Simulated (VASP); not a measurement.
# CuAu (Fm-3m) in VASP: notebook

Runs on CuAu. Level: PBE. Tasks: relaxation of cell and atoms, single point.

Everything below comes from runs of VASP 6.6.1. Logs are shortened: lines on timing, memory, paths and dates and some standing lists are left out, and cuts for length are marked.

## (1) The cell of the first run

Symmetry: Fm-3m, No. 225, cubic system. The conventional cell has a = 4.948 Å, b = 4.948 Å, c = 4.948 Å, α = 90.00°, β = 90.00°, γ = 90.00°. Cu (site symmetry m-3m) has 6 Au at 2.47 Å within 3.3 Å. Au (site symmetry m-3m) has 6 Cu at 2.47 Å within 3.3 Å.

## (2) Relaxation of cell and atoms, PBE

Contents of INCAR:

```
SYSTEM = CuAu
PREC = Accurate
ENCUT = 600
EDIFF = 1E-7
ISMEAR = 0
SIGMA = 0.1
LREAL = .False.
LASPH = .True.
NELM = 100
ALGO = Normal
ISIF = 3
LWAVE = .False.
LCHARG = .False.
GGA = PE
IBRION = 2
NSW = 90
EDIFFG = -0.04
```

Contents of KPOINTS:

```
Automatic mesh
0
Gamma
  6 6 6
  0 0 0
```

Contents of POSCAR:

```
CuAu
1.0
    0.0000000000      2.4738223371      2.4738223371
    2.4738223371      0.0000000000      2.4738223371
    2.4738223371      2.4738223371      0.0000000000
Cu Au
1 1
Direct
    0.0000000000      0.0000000000      0.0000000000
    0.5000000000      0.5000000000      0.5000000000
```

Potentials or basis: VASP PAW PBE potentials, release 64 (Cu, Au).

The run is started by

```bash
$ cat potpaw_PBE.64/Cu/POTCAR potpaw_PBE.64/Au/POTCAR > POTCAR
$ mpirun -np 1 vasp_std > vasp.out
```

OUTCAR:

```text
SYSTEM = CuAu
   PREC = Accurate
   ENCUT = 600
   EDIFF = 1E-7
   ISMEAR = 0
   LREAL = .False.
   LASPH = .True.
   NELM = 100
   ISIF = 3
   GGA = PE
   IBRION = 2
   NSW = 90
   EDIFFG = -0.04

 ion  position               nearest neighbor table
   1  0.000  0.000  0.000-   2 2.47   2 2.47   2 2.47   2 2.47   2 2.47   2 2.47
   2  0.500  0.500  0.500-   1 2.47   1 2.47   1 2.47   1 2.47   1 2.47   1 2.47

  LATTYP: Found a face centered cubic cell.
 ALAT       =     4.9476446742

  Lattice vectors:

 A1 = (   0.0000000000,   2.4738223371,   2.4738223371)
 A2 = (   2.4738223371,   0.0000000000,   2.4738223371)
 A3 = (   2.4738223371,   2.4738223371,   0.0000000000)

Analysis of symmetry for initial positions (statically):
=====================================================================
 Subroutine PRICEL returns:
 Original cell was already a primitive cell.

 Routine SETGRP: Setting up the symmetry group for a
 face centered cubic supercell.

 Subroutine GETGRP returns: Found 48 space group operations
 (whereof 48 operations were pure point group operations)
 out of a pool of 48 trial point group operations.

The static configuration has the point symmetry O_h .

Analysis of symmetry for dynamics (positions and initial velocities):
=====================================================================
 Subroutine PRICEL returns:
 Original cell was already a primitive cell.

 Routine SETGRP: Setting up the symmetry group for a
 face centered cubic supercell.

 Subroutine GETGRP returns: Found 48 space group operations
 (whereof 48 operations were pure point group operations)
 out of a pool of 48 trial point group operations.

The dynamic configuration has the point symmetry O_h .

 Subroutine INISYM returns: Found 48 space group operations
 (whereof 48 operations are pure point group operations),
 and found     1 'primitive' translations

----------------------------------------------------------------------------------------

                                     Primitive cell

  volume of cell :      30.2786

  direct lattice vectors                    reciprocal lattice vectors
     0.000000000  2.473822337  2.473822337    -0.202116374  0.202116374  0.202116374
     2.473822337  0.000000000  2.473822337     0.202116374 -0.202116374  0.202116374
     2.473822337  2.473822337  0.000000000     0.202116374  0.202116374 -0.202116374

  length of vectors
     3.498513100  3.498513100  3.498513100     0.350075828  0.350075828  0.350075828

  position of ions in fractional coordinates (direct lattice)
     0.000000000  0.000000000  0.000000000
     0.500000000  0.500000000  0.500000000

[... 64 lines left out ...]
   LASPH  =      T    aspherical Exc in radial PAW
   ENCUT  =  600.0 eV  44.10 Ry    6.64 a.u.   6.99  6.99  6.99*2*pi/ulx,y,z
   NELM   =    100;   NELMIN=  2; NELMDL= -5     # of ELM steps
   EDIFF  = 0.1E-06   stopping-criterion for ELM
   LREAL  =      F    real-space projection
   EDIFFG = -.4E-01   stopping-criterion for IOM
   NSW    =     90    number of steps for IOM
   IBRION =      2    ionic relax: 0-MD 1-quasi-New 2-CG
   NFREE  =      1    steps in history (QN), initial steepest desc. (CG)
   ISIF   =      3    stress and relaxation
   ISYM   =      2    0-nonsym 1-usesym 2-fastsym
   POTIM  = 0.5000    time-step for ionic-motion
   TEBEG  =    0.0;   TEEND  =   0.0 temperature during run
   PSTRESS=    0.0 pullay stress
   NELECT =      22.0000    total number of electrons
   NUPDOWN=      -1.0000    fix difference up-down
   EMIN   =  10.00;   EMAX   =-10.00  energy-range for DOS
   EFERMI =   0.00;   METHOD = LEGACY
   ISMEAR =     0;   SIGMA  =   0.10  broadening in eV -4-tet -1-fermi 0-gaus
   EFERMI_NEDOS =   21; number of points for ismear=-14 and -15
   IALGO  =     38    algorithm
   IMIX   =      4    mixing-type and parameters
     AMIX     =   0.40;   BMIX     =  1.00
     AMIX_MAG =   1.60;   BMIX_MAG =  1.00
  volume/ion in A,a.u.               =      15.14       102.16
  Fermi-wavevector in a.u.,A,eV,Ry     =   1.471761  2.781225 29.471304  2.166080
  Thomas-Fermi vector in A             =   2.586857
   LORBIT       =      0    0 simple, 1 ext, 2 COOP (PROOUT), +10 PAW based schemes
   GGA     = PE    functional components
   LHFCALC =     F    Hartree Fock is set to
   AEXX    =    0.0000 exact exchange contribution
   IVDW    =     0    specifies the selected vdW correction
   LEPSILON=     F    determine dielectric tensor
   LRPA    =     F    only Hartree local field effects (RPA)
 conjugate gradient relaxation of ions
 non-spin polarized calculation
 Gauss-broadening in eV      SIGMA  =   0.10
  energy-cutoff  :      600.00
  volume of cell :       30.28
 maximum number of plane-waves:      1020
   NGX = 13   NGY = 13   NGZ = 13

--------------------------------------- Ionic step        1  -------------------------------------------

 number of electron      22.0000005 magnetization

 Free energy of the ion-electron system (eV)
  ---------------------------------------------------
  ext. energy  EPLUGINS =         0.00000000
  ---------------------------------------------------
  free energy    TOTEN  =        -6.24021981 eV

  energy without entropy =       -6.22899919  energy(sigma->0) =       -6.23460950

------------------------ aborting loop because EDIFF is reached ----------------------------------------

  FORCE on cell =-STRESS in cart. coord.  units (eV):
  Direction    XX          YY          ZZ          XY          YZ          ZX
  --------------------------------------------------------------------------------------
  -------------------------------------------------------------------------------------
  Total        3.5904973      3.5904973      3.5904973     -0.0000000      0.0000000      0.0000000
  in kB      189.9895326    189.9895326    189.9895326     -0.0000000      0.0000000      0.0000000
  external PRESSURE =     189.9895326 kB  Pullay stress =       0.0000000 kB
[... 59 lines left out ...]
--------------------------------------- Ionic step        3  -------------------------------------------

 number of electron      21.9999986 magnetization

 Free energy of the ion-electron system (eV)
  ---------------------------------------------------
  ext. energy  EPLUGINS =         0.00000000
  ---------------------------------------------------
  free energy    TOTEN  =        -6.45544153 eV

  energy without entropy =       -6.44402308  energy(sigma->0) =       -6.44973231

 E-fermi :   6.1139     XC(G=0): -11.5831

 val. band max:        6.0861003811   @ k =   0.5000   0.1667   0.0000
 cond. band min:       6.5289837448   @ k =  -0.3333   0.3333   0.1667
 fundamental gap:      0.4428833637
 Fermi energy:         6.1138695791

 k-point     1 :       0.0000    0.0000    0.0000
  band No.  band energies     occupation
      1      -1.8160      2.00000
      2       1.3893      2.00000
      3       1.3893      2.00000
      4       1.7585      2.00000
      5       1.7585      2.00000
      6       1.7585      2.00000
      7       4.9135      2.00000
      8       4.9135      2.00000
      9       4.9135      2.00000
     10       5.6564      2.00000
     11       5.6564      2.00000
     12      14.9595      0.00000
     13      14.9595      0.00000
     14      14.9595      0.00000
[... 298 lines left out ...]
  FREE ENERGIE OF THE ION-ELECTRON SYSTEM (eV)
  ---------------------------------------------------
  free  energy   TOTEN  =        -6.4554415334 eV

  energy  without entropy=       -6.4440230837  energy(sigma->0) =       -6.44973231

 reached required accuracy - stopping structural energy minimisation
```

OSZICAR:

```text
N       E                     dE             d eps       ncg     rms          rms(c)
DAV:   1     0.143834740408E+03    0.14383E+03   -0.12249E+04   504   0.226E+03
DAV:   2    -0.147783949753E+01   -0.14531E+03   -0.13866E+03   494   0.362E+02
DAV:   3    -0.715340748224E+01   -0.56756E+01   -0.55024E+01   550   0.806E+01
[... 36 lines left out ...]
DAV:   9    -0.645544130842E+01    0.83886E-06   -0.51964E-05   734   0.141E-01    0.422E-03
DAV:  10    -0.645544132593E+01   -0.17510E-07   -0.14985E-06   697   0.199E-02    0.286E-03
DAV:  11    -0.645544181376E+01   -0.48782E-06   -0.96480E-07   557   0.374E-02    0.288E-03
DAV:  12    -0.645544154808E+01    0.26568E-06   -0.43274E-07   479   0.249E-02    0.265E-04
DAV:  13    -0.645544153340E+01    0.14671E-07   -0.18221E-08   254   0.300E-03
   3 F= -.64554415E+01 E0= -.64497323E+01  d E =-.215222E+00
```

CONTCAR:

```text
CuAu
   1.00000000000000
    -0.0000000000000000    2.5838089256489565    2.5838089256489565
     2.5838089256489565   -0.0000000000000000    2.5838089256489565
     2.5838089256489565    2.5838089256489565    0.0000000000000000
  Cu              Au
     1     1
Direct
     0.0000000000000000    0.0000000000000000    0.0000000000000000
     0.5000000000000000    0.5000000000000000    0.5000000000000000

  0.00000000E+00  0.00000000E+00  0.00000000E+00
  0.00000000E+00  0.00000000E+00  0.00000000E+00
```

It took 54 s on 1 thread of Intel Xeon 8259CL, shared host; peak memory 0.17 GiB.

What came out:

| Quantity | Value |
| --- | --- |
| Free energy | -6.4554 eV |
| Relaxed volume | 17.25 Å³/atom |
| Relaxed cell | a = 3.654 Å, b = 3.654 Å, c = 3.654 Å, α = 60.00°, β = 60.00°, γ = 60.00° |
| Space group after relaxing (to 0.1 Å) | Fm-3m (No. 225) |
| Energy gained by relaxing | 107.6 meV/atom |
| Ionic steps | 3 |
| Pressure after relaxing | -0.2 GPa |
| Band gap on the k mesh | zero (bands 11 and 12 overlap by 1.73 eV) |

Step by step:
```
step  energy change (eV)  largest force (eV/Å)  pressure (GPa)  volume (Å³)
   1              0.0000                0.0000           19.00        30.28
   2             -0.0738                0.0000           -9.05        38.85
   3             -0.2152                0.0000           -0.18        34.50
```

Final structure:
```
Cu Au
1.0
     0.00000    2.58381    2.58381
     2.58381    0.00000    2.58381
     2.58381    2.58381    0.00000
Cu Au
1 1
Direct
  0.00000 0.00000 0.00000
  0.50000 0.50000 0.50000
```

Caveat: the k points lie up to 0.35 Å⁻¹ apart in the final cell, too coarse for converged energies and pressures of a metal; spin-orbit coupling is left out, which moves the levels of the heavy elements.

## (3) Single point, PBE

This run uses another cell than the first one, of 17.13 Å³/atom.

Contents of INCAR:

```
ALGO = Fast
EDIFF = 1E-6
ENCUT = 520
GGA = PE
ISIF = 2
ISMEAR = 0
LASPH = T
LCHARG = F
LREAL = F
LWAVE = F
NBANDS = 18
NELM = 100
PREC = Accurate
SIGMA = 0.1
```

Contents of KPOINTS:

```
k-points
0
Gamma
  18 18 18
```

Contents of POSCAR:

```
CuAu
1.0
    0.0000000000      2.5779005826      2.5779005826
    2.5779005826      0.0000000000      2.5779005826
    2.5779005826      2.5779005826      0.0000000000
Cu Au
1 1
Direct
    0.0000000000      0.0000000000      0.0000000000
    0.5000000000      0.5000000000      0.5000000000
```

Potentials or basis: VASP PAW PBE potentials, release 64 (Cu, Au).

The run is started by

```bash
$ cat potpaw_PBE.64/Cu/POTCAR potpaw_PBE.64/Au/POTCAR > POTCAR
$ mpirun -np 1 vasp_std > vasp.out
```

Run time: 4 min. Hardware: 1 thread of Intel Xeon 8259CL, shared host; peak memory 0.26 GiB.

The run converged. Its results:

```yaml
Free_energy: -6.4907 eV
Pressure: 0.0 GPa
Band_gap_on_the_k_mesh: zero (bands 11 and 12 overlap by 2.45 eV)
```

Levels at points of the mesh, in eV from the Fermi level:
```
           k point  band 7  band 8  band 9  band 10  band 11  band 12  band 13  band 14  band 15  band 16
(0.00, 0.00, 0.00)   -1.20   -1.20   -1.20    -0.45    -0.45     8.88     8.88     8.88    11.29    15.25
(0.50, 0.00, 0.00)   -2.30   -2.30   -1.88    -1.88    -1.44    -1.11    10.41    10.41    10.75    11.79
(0.50, 0.50, 0.00)   -1.76   -1.76   -1.12    -0.85    -0.50     1.79     3.98     3.98     7.94    11.20
```

Caveat: spin-orbit coupling is left out, which moves the levels of the heavy elements.

(Part 1 of 2 ends here.)

The gap in the log of VASP goes by the Fermi energy; the results here count the filled bands.